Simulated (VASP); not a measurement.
AlCu3: relaxation of cell and atoms with PBEsol

AlCu3:

```xyz
4
Lattice="3.5978 0.0000 0.0000 0.0000 3.5978 0.0000 0.0000 0.0000 3.5978" Properties=species:S:1:pos:R:3 pbc="T T T"
Al    0.0000    0.0000    0.0000
Cu    1.7989    1.7989    0.0000
Cu    1.7989    0.0000    1.7989
Cu    0.0000    1.7989    1.7989
```

```json
{"Program": "VASP 6.6.1", "Task": "relaxation of cell and atoms", "Functional": "PBEsol", "Potentials or basis": "VASP PAW PBE potentials, release 64 (Al, Cu)", "Cutoff": "600 eV", "k mesh": "12 × 12 × 12", "Occupations": "gaussian, width 0.1 eV", "Spin": "no spin polarisation", "Target pressure": "3 GPa", "Dipole correction": "no", "Further INCAR settings": "ALGO = Fast; EDIFF = 1e-07; IBRION = 2; EDIFFG = -0.008; NSW = 70; ISIF = 3"}
```

The relaxed volume is 11.79 Å³/atom, the relaxed cell is a = 3.613 Å, b = 3.613 Å, c = 3.613 Å, α = 90.00°, β = 90.00°, γ = 90.00° and the space group after relaxing (to 0.1 Å) is Pm-3m (No. 221). The energy change on relaxing (the run minimises the enthalpy) is -3.9 meV/atom. The ionic steps are 3, the pressure after relaxing is 3.0 GPa and the band gap on the k mesh is zero (bands 18 and 19 overlap by 5.61 eV).

The path:
```csv
step,energy change (eV),largest force (eV/Å),pressure (GPa),volume (Å³)
1,0.0000,0.0000,5.20,46.57
2,-0.0222,0.0000,1.62,47.66
3,-0.0155,0.0000,2.97,47.18
```

Final structure:
```
Al Cu
1.0
     3.61331    0.00000    0.00000
     0.00000    3.61331    0.00000
     0.00000    0.00000    3.61331
Al Cu
1 3
Cartesian
  0.0000 0.0000 0.0000
  1.8067 1.8067 0.0000
  1.8067 0.0000 1.8067
  0.0000 1.8067 1.8067
```

Levels at points of the mesh, in eV from the Fermi level:
```tsv
k point	band 16	band 17	band 18	band 19	band 20	band 21
(0.00, 0.00, 0.00)	-2.07	-0.30	-0.30	-0.30	4.48	4.48
(0.50, 0.00, 0.00)	-2.51	-2.07	3.87	3.87	3.94	3.94
(0.50, 0.50, 0.00)	-2.79	-2.38	-1.20	-1.20	6.49	6.51
(0.50, 0.50, 0.50)	-2.25	-2.25	-2.25	-1.50	1.44	1.83
```

Run time: 3.4 min on 1 thread of Intel(R) Xeon(R) Platinum 8488C (Sapphire Rapids), with other jobs on the host, peak memory 0.24 GiB.

Caveat: the cell is relaxed towards a set pressure, so the run minimises the enthalpy, not the energy; the PAW data sets were made with another functional, which shifts forces and pressure a little.
